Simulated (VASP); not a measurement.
# HfN in VASP: further runs, part 3 of 3

VASP 6.6.1. The steps go on from the part before.

## 6. Electric field gradients, PBE (equal xx and yy strain of +1 %)

Input file INCAR:

```
ALGO = Normal
EDIFF = 1E-8
ENCUT = 520
GGA = PE
ISIF = 2
ISMEAR = -1
LASPH = T
LCHARG = F
LEFG = T
LREAL = F
LWAVE = F
NBANDS = 14
NELM = 60
PREC = Accurate
SIGMA = 0.03
```

Input file KPOINTS:

```
k-points
0
Gamma
  10 10 10
```

Input file POSCAR:

```
HfN
1.0
    0.0000000000      2.2815900000      2.2590000000
    2.2815900000      0.0000000000      2.2590000000
    2.2815900000      2.2815900000      0.0000000000
Hf N
1 1
Direct
    0.0000000000      0.0000000000      0.0000000000
    0.5000000000      0.5000000000      0.5000000000
```

Potentials or basis: VASP PAW PBE potentials, release 64 (Hf_pv, N).

Launch:

```
> cat potpaw_PBE.64/Hf_pv/POTCAR potpaw_PBE.64/N/POTCAR > POTCAR
> mpirun -np 1 vasp_std > vasp.out
```

OUTCAR:

```text
EDIFF = 1E-8
   ENCUT = 520
   GGA = PE
   ISIF = 2
   ISMEAR = -1
   LASPH = T
   LREAL = F
   NELM = 60
   PREC = Accurate

 ion  position               nearest neighbor table
   1  0.000  0.000  0.000-   2 2.26   2 2.26   2 2.28   2 2.28   2 2.28   2 2.28
   2  0.500  0.500  0.500-   1 2.26   1 2.26   1 2.28   1 2.28   1 2.28   1 2.28

  LATTYP: Found a body centered tetragonal cell.
 ALAT       =     3.2266555218
 C/A-ratio  =     1.4002114479

  Lattice vectors:

 A1 = (   0.0000000000,  -2.2815900000,  -2.2590000000)
 A2 = (   0.0000000000,   2.2815900000,  -2.2590000000)
 A3 = (   2.2815900000,   0.0000000000,   2.2590000000)

Analysis of symmetry for initial positions (statically):
=====================================================================
 Subroutine PRICEL returns:
 Original cell was already a primitive cell.

 Routine SETGRP: Setting up the symmetry group for a
 body centered tetragonal supercell.

 Subroutine GETGRP returns: Found 16 space group operations
 (whereof 16 operations were pure point group operations)
 out of a pool of 16 trial point group operations.

The static configuration has the point symmetry D_4h.

Analysis of symmetry for dynamics (positions and initial velocities):
=====================================================================
 Subroutine PRICEL returns:
 Original cell was already a primitive cell.

 Routine SETGRP: Setting up the symmetry group for a
 body centered tetragonal supercell.

 Subroutine GETGRP returns: Found 16 space group operations
 (whereof 16 operations were pure point group operations)
 out of a pool of 16 trial point group operations.

The dynamic configuration has the point symmetry D_4h.

 Subroutine INISYM returns: Found 16 space group operations
 (whereof 16 operations are pure point group operations),
 and found     1 'primitive' translations

----------------------------------------------------------------------------------------

                                     Primitive cell

  volume of cell :      23.5191

  direct lattice vectors                    reciprocal lattice vectors
     0.000000000  2.281590000  2.259000000    -0.219145421  0.219145421  0.221336875
     2.281590000  0.000000000  2.259000000     0.219145421 -0.219145421  0.221336875
     2.281590000  2.281590000  0.000000000     0.219145421  0.219145421 -0.221336875

  length of vectors
     3.210721715  3.210721715  3.226655522     0.380840443  0.380840443  0.380840443

  position of ions in fractional coordinates (direct lattice)
     0.000000000  0.000000000  0.000000000
     0.500000000  0.500000000  0.500000000

  ion indices of the primitive-cell ions
   primitive index   ion index
                 1           1
                 2           2

----------------------------------------------------------------------------------------

 KPOINTS: k-points

Automatic generation of k-mesh.
[... 77 lines left out ...]
   NELECT =      15.0000    total number of electrons
   NUPDOWN=      -1.0000    fix difference up-down
   EMIN   =  10.00;   EMAX   =-10.00  energy-range for DOS
   EFERMI =   0.00;   METHOD = LEGACY
   ISMEAR =    -1;   SIGMA  =   0.03  broadening in eV -4-tet -1-fermi 0-gaus
   EFERMI_NEDOS =   21; number of points for ismear=-14 and -15
   IALGO  =     38    algorithm
   IMIX   =      4    mixing-type and parameters
     AMIX     =   0.40;   BMIX     =  1.00
     AMIX_MAG =   1.60;   BMIX_MAG =  1.00
  volume/ion in A,a.u.               =      11.76        79.36
  Fermi-wavevector in a.u.,A,eV,Ry     =   1.409174  2.662954 27.018078  1.985773
  Thomas-Fermi vector in A             =   2.531257
   LORBIT       =      0    0 simple, 1 ext, 2 COOP (PROOUT), +10 PAW based schemes
   GGA     = PE    functional components
   LHFCALC =     F    Hartree Fock is set to
   AEXX    =    0.0000 exact exchange contribution
   IVDW    =     0    specifies the selected vdW correction
   LEPSILON=     F    determine dielectric tensor
   LRPA    =     F    only Hartree local field effects (RPA)
 non-spin polarized calculation
  energy-cutoff  :      520.00
  volume of cell :       23.52
 maximum number of plane-waves:       643
   NGX = 11   NGY = 11   NGZ = 11

 number of electron      15.0000000 magnetization

 Free energy of the ion-electron system (eV)
  ---------------------------------------------------
  ext. energy  EPLUGINS =         0.00000000
  ---------------------------------------------------
  free energy    TOTEN  =       -21.74785866 eV

  energy without entropy =      -21.74508373  energy(sigma->0) =      -21.74647120

 E-fermi :   8.2446     XC(G=0): -12.6277

 val. band max:        8.2442583391   @ k =  -0.3000   0.2000   0.5000
 cond. band min:       8.2462784760   @ k =  -0.4000   0.4000   0.2000
 fundamental gap:      0.0020201369
 Fermi energy:         8.2445724023

 k-point     1 :       0.0000    0.0000    0.0000
  band No.  band energies     occupation
      1     -23.0223      2.00000
      2     -23.0223      2.00000
      3     -23.0088      2.00000
      4      -9.1872      2.00000
      5       5.1844      2.00000
      6       5.1844      2.00000
      7       5.2314      2.00000
      8       7.8390      2.00000
      9       7.8390      2.00000
     10       7.9458      1.99991
     11       9.7435      0.00000
     12      10.0576      0.00000
     13      10.2785      0.00000
     14      17.7270      0.00000
[... 377 lines left out ...]
      1     -23.6394      2.00000
      2     -23.2706      2.00000
      3     -23.2476      2.00000
      4      -7.8032      2.00000
      5       1.6654      2.00000
      6       3.6169      2.00000
      7       4.0716      2.00000
      8       5.7629      2.00000
      9      12.1610      0.00000
     10      12.5798      0.00000
     11      12.8620      0.00000
     12      12.8647      0.00000
     13      17.2871      0.00000
     14      19.3706      0.00000

 [... further k-points ...]
[... 5 lines left out ...]
  --------------------------------------------------------------------------------------
  -------------------------------------------------------------------------------------
  Total       -0.5249690     -0.5249690      0.0437933      0.0000000      0.0000000      0.0000000
  in kB      -35.7620805    -35.7620805      2.9833013      0.0000000      0.0000000      0.0000000
  external PRESSURE =     -22.8469532 kB  Pullay stress =       0.0000000 kB

 VOLUME and BASIS-vectors are now :
 -----------------------------------------------------------------------------
  energy-cutoff  :      520.00
  volume of cell :       23.52
      direct lattice vectors                 reciprocal lattice vectors
     0.000000000  2.281590000  2.259000000    -0.219145421  0.219145421  0.221336875
     2.281590000  0.000000000  2.259000000     0.219145421 -0.219145421  0.221336875
     2.281590000  2.281590000  0.000000000     0.219145421  0.219145421 -0.221336875

 POSITION                                       TOTAL-FORCE (eV/Angst)
 -----------------------------------------------------------------------------------
      0.00000      0.00000      0.00000         0.000000      0.000000     -0.000000
      2.28159      2.28159      2.25900         0.000000      0.000000      0.000000
 -----------------------------------------------------------------------------------
    total drift:                                0.000000     -0.000000     -0.000000

  FREE ENERGIE OF THE ION-ELECTRON SYSTEM (eV)
  ---------------------------------------------------
  free  energy   TOTEN  =       -21.7478586591 eV

  energy  without entropy=      -21.7450837343  energy(sigma->0) =      -21.74647120

 Electric field gradients (V/A^2)
---------------------------------------------------------------------
 ion       V_xx      V_yy      V_zz      V_xy      V_xz      V_yz
---------------------------------------------------------------------
   1      18.530    18.530   -37.060    -0.000    -0.000    -0.000
   2       1.848     1.848    -3.695     0.001     0.001     0.001
---------------------------------------------------------------------

 Electric field gradients after diagonalization (V/A^2)
 (convention: |V_zz| > |V_xx| > |V_yy|)
----------------------------------------------------------------------
 ion       V_xx      V_yy      V_zz     asymmetry (V_yy - V_xx)/ V_zz
----------------------------------------------------------------------
   1      18.530    18.530   -37.060       0.000
   2       1.849     1.847    -3.695       0.001
----------------------------------------------------------------------

           NMR quadrupolar parameters

 Cq : quadrupolar parameter    Cq=e*Q*V_zz/h
 eta: asymmetry parameters     (V_yy - V_xx)/ V_zz
 Q  : nuclear electric quadrupole moment in mb (millibarn)
----------------------------------------------------------------------
 ion       Cq(MHz)       eta       Q (mb)
----------------------------------------------------------------------
   1      -0.090       0.000       1.000
   2      -0.009       0.001       1.000
----------------------------------------------------------------------
```

OSZICAR:

```text
N       E                     dE             d eps       ncg     rms          rms(c)
DAV:   1     0.368771774517E+02    0.36877E+02   -0.78620E+03  2856   0.101E+03
DAV:   2    -0.227927746091E+02   -0.59670E+02   -0.55612E+02  3710   0.231E+02
DAV:   3    -0.247524969358E+02   -0.19597E+01   -0.19504E+01  3342   0.348E+01
DAV:   4    -0.247601804598E+02   -0.76835E-02   -0.76827E-02  3378   0.250E+00
DAV:   5    -0.247602318130E+02   -0.51353E-04   -0.51353E-04  3258   0.175E-01    0.471E+01
DAV:   6    -0.218645029792E+02    0.28957E+01   -0.83703E+00  3132   0.220E+01    0.404E+01
DAV:   7    -0.217776502623E+02    0.86853E-01   -0.46639E-01  3486   0.606E+00    0.262E+01
DAV:   8    -0.217540241810E+02    0.23626E-01   -0.11997E-01  3246   0.301E+00    0.624E+00
DAV:   9    -0.217479061382E+02    0.61180E-02   -0.14777E-02  3216   0.101E+00    0.194E+00
DAV:  10    -0.217478910124E+02    0.15126E-04   -0.86938E-04  3792   0.281E-01    0.440E-01
DAV:  11    -0.217478603250E+02    0.30687E-04   -0.60540E-05  3492   0.755E-02    0.109E-01
DAV:  12    -0.217478587211E+02    0.16039E-05   -0.69616E-06  3854   0.221E-02    0.799E-03
DAV:  13    -0.217478586663E+02    0.54853E-07   -0.15840E-07  3012   0.390E-03    0.500E-03
DAV:  14    -0.217478586332E+02    0.33016E-07   -0.97934E-09  2344   0.940E-04    0.161E-03
DAV:  15    -0.217478586551E+02   -0.21813E-07   -0.12028E-09  1830   0.388E-04    0.551E-05
DAV:  16    -0.217478586591E+02   -0.40536E-08   -0.23232E-10  1710   0.130E-04
   1 F= -.21747859E+02 E0= -.21746471E+02  d E =-.277492E-02
```

stdout:

```text
POSCAR found type information on POSCAR HfN
 POSCAR found :  2 types and       2 ions
 scaLAPACK will be used
 LDA part: xc-table for (Slater+PW92), standard interpolation
 POSCAR, INCAR and KPOINTS ok, starting setup
 FFT: planning ... GRIDC
 FFT: planning ... GRID_SOFT
 FFT: planning ... GRID
 WAVECAR not read
 entering main loop
ion   1

ion   2
```

Run time: 12 s. Hardware: 1 thread of Intel Xeon 6975P-C (Granite Rapids), shared host; peak memory 0.16 GiB.

Results:

```yaml
Free_energy: -21.7479 eV
Pressure: -2.3 GPa
```

Stress tensor (GPa, compression positive):
```
-3.58  0.00  0.00
 0.00 -3.58  0.00
 0.00  0.00  0.30
```

Electric field gradients, principal values (V/Å²):
```tsv
atom	least	middle	greatest (by size)
1 Hf	18.530	18.530	-37.060
2 N	1.847	1.849	-3.695
```

Caveat: the cell differs from its parent crystal (equal xx and yy strain of +1 %); without QUAD_EFG the Cq values of the log hold for a quadrupole moment of 1 mb, not for the nuclei; spin-orbit coupling is left out, which moves the levels of the heavy elements.

## 7. Summary

| spin | cell | gap on the mesh (eV) | pressure (GPa) |
| --- | --- | --- | --- |
| non-collinear, zero start, SOC | a = 3.195 Å, angles 60.0°, 2 atoms | - | 3.3 |
| off | a = 3.163, b = 3.163, c = 3.131 Å, angles 60.3, 60.3, 59.3°, 2 atoms | none | 15.8 |
| off | a = 3.211, b = 3.211, c = 3.227 Å, angles 59.8, 59.8, 60.3°, 2 atoms | none | -2.3 |

Alike in all rows: task electric field gradients; level PBE; potentials or basis VASP PAW PBE potentials, release 64 (Hf_pv, N); k mesh 10 × 10 × 10; cutoff (eV) 520; smearing fermi-dirac 0.03 eV.

Caveats: spin-orbit coupling is left out, which moves the levels of the heavy elements (some runs).

Absolute energies hang on the potentials; compare differences alone.
